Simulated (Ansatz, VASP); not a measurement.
**Two plane-wave programs on La**

```xyz
1
Lattice="-2.1145 2.1145 2.1145 2.1145 -2.1145 2.1145 2.1145 2.1145 -2.1145" Properties=species:S:1:pos:R:3 pbc="T T T"
La    0.0000    0.0000    0.0000
```

Change from the starting cell: volume scaled by 1, PAW files.

Alike in both runs: task single point; functional PBE; k mesh 13 × 13 × 13; occupations fermi-dirac, width 0.08 eV; no spin polarisation.

|  | VASP | Ansatz |
| --- | --- | --- |
| version | VASP 6.6.1 | Ansatz 0.2.0 |
| potentials or method | VASP PAW PBE potentials, release 64 (La) | PAW with Ansatz's default frozen-core files, scalar-relativistic |
| plane-wave cutoff (eV) | 520 | 420 |
| valence electrons in the cell | 11 | 11 |

```tsv
	VASP	Ansatz	Ansatz less VASP
pressure (GPa)	0.0	0.0	-0.01
```

With one functional, cell and mesh, what is left measures potentials, basis and numerics.

Spin-orbit coupling is off throughout.
